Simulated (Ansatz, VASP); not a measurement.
## One calculation of KI, two programs

```xyz
2
Lattice="4.2909 0.0000 0.0000 0.0000 4.2909 0.0000 0.0000 0.0000 4.2909" Properties=species:S:1:pos:R:3 pbc="T T T"
K     0.0000    0.0000    0.0000
I     2.1455    2.1455    2.1455
```

Alike in both runs: task single point; functional HSE06; k mesh 4 × 4 × 4; no spin polarisation.

```csv
,VASP,Ansatz
version,VASP 6.6.1,Ansatz 0.2.0
potentials or method,"VASP PAW PBE potentials, release 64 (K_sv, I)",plane waves
plane-wave cutoff (eV),520,420
occupations,"gaussian, width 0.01 eV",fixed
valence electrons in the cell,16,26
```

```csv
,VASP,Ansatz,Ansatz less VASP
gap on the k mesh at the Fermi level (eV),4.30,4.31,+0.012
pressure (GPa),0.3,0.3,0.00
```

VASP's potentials hold 16 valence electrons a cell and Ansatz's 26, so a difference there can come from the potentials and not from the codes. Ansatz's warnings: stress exchange threshold loose, stress scf threshold loose.

Spin-orbit coupling is off throughout.
